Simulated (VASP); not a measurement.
A run of VASP 6.6.1:

Contents of INCAR:

```
SYSTEM = Be3TeSe2
PREC     = Accurate       ! precision mode
ENCUT    = 600            ! plane-wave cutoff, eV
EDIFF    = 1E-6           ! SCF threshold, eV
ISMEAR   = 0              ! smearing method
SIGMA    = 0.15           ! smearing width, eV
LREAL    = .FALSE.        ! projectors in reciprocal space
LASPH    = .TRUE.         ! aspherical terms in the spheres
NELM     = 80             ! most SCF steps
ALGO     = Normal         ! electronic algorithm
ISIF     = 3              ! what is computed and relaxed
LWAVE    = .FALSE.        ! write WAVECAR
LCHARG   = .FALSE.        ! write CHGCAR
GGA      = PE             ! functional
IBRION   = 2              ! ionic algorithm
NSW      = 36             ! ionic steps
EDIFFG   = -0.08          ! ionic threshold
```

File KPOINTS:

```
regular mesh
0
G
  3 3 1
  0 0 0
```

Contents of POSCAR:

```
Be3TeSe2
1.0
    3.7000000000      0.0000000000      0.0000000000
    0.0000000000      3.7000000000      0.0000000000
    0.0000000000      0.0000000000     15.7000000000
Be Te Se
6 2 4
Direct
    0.5000000000      0.5000000000      0.1666700000
    0.0000000000      0.0000000000      0.3333300000
    0.5000000000      0.5000000000      0.5000000000
    0.0000000000      0.0000000000      0.6666700000
    0.5000000000      0.5000000000      0.8333300000
    0.0000000000      0.0000000000      0.0000000000
    0.0000000000      0.5000000000      0.0833300000
    0.5000000000      0.0000000000      0.9166700000
    0.5000000000      0.0000000000      0.2500000000
    0.0000000000      0.5000000000      0.4166700000
    0.5000000000      0.0000000000      0.5833300000
    0.0000000000      0.5000000000      0.7500000000
```

Potentials or basis: VASP PAW PBE potentials, release 64 (Be, Te, Se).

Launch:

```bash
$ cat potpaw_PBE.64/Be/POTCAR potpaw_PBE.64/Te/POTCAR potpaw_PBE.64/Se/POTCAR > POTCAR
$ mpirun -np 1 vasp_std > vasp.out
```

Hardware: 1 thread of AMD EPYC 9R45 96-Core Processor (Zen 5), on a shared host.

**Question.** How long does it take, and how much memory?

**Answer.** It took 2.8 min on 1 thread of AMD EPYC 9R45 96-Core Processor (Zen 5), on a shared host, peak memory 0.32 GiB. Counts: scf iterations 98, k points 3, ion steps 11.
